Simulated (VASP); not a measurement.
Write the native input for VASP 6.6.1 that does the following.

- Task: single point
- Functional: PBEsol
- Potentials or basis: VASP PAW PBE potentials, release 64 (Al, N)
- Cutoff: 520 eV
- k mesh: 10 × 10 × 10
- Occupations: gaussian, width 0.05 eV
- Spin: no spin polarisation
- Dipole correction: no
- Further INCAR settings: ALGO = Normal; EDIFF = 1e-06; NBANDS = 11

The structure of AlN lies in POSCAR:

```
AlN
1.0
    0.0573051741      2.1538359323      2.1538359323
    2.1538359323      0.0573051741      2.1538359323
    2.1538359323      2.1538359323      0.0573051741
Al N
1 1
Direct
    0.5000000000      0.5000000000      0.5000000000
    0.0000000000      0.0000000000      0.0000000000
```

These files were run (other wordings do the same):

INCAR

```
SYSTEM = AlN
  PREC = Accurate
  ENCUT = 520
  EDIFF = 1E-6
  ISMEAR = 0
  SIGMA = 0.05
  LREAL = .False.
  LASPH = .True.
  NELM = 80
  ALGO = Normal
  ISIF = 2
  LWAVE = .False.
  LCHARG = .False.
  GGA = PS
  NBANDS = 11
```

KPOINTS

```
regular mesh
0
Gamma
  10 10 10
  0 0 0
```

Potentials or basis: VASP PAW PBE potentials, release 64 (Al, N).

Launch:

```console
$ cat potpaw_PBE.64/Al/POTCAR potpaw_PBE.64/N/POTCAR > POTCAR
$ mpirun -np 1 vasp_std > vasp.out
```

Results of the run:

- Pressure: -28.8 GPa
- Band gap on the k mesh: 2.97 eV, indirect (least direct gap 3.44 eV)

Caveat: the PAW data sets were made with another functional, which shifts forces and pressure a little.

It took 23 s on 1 thread of Intel Xeon 8259CL, with other jobs on the host, peak memory 0.15 GiB.
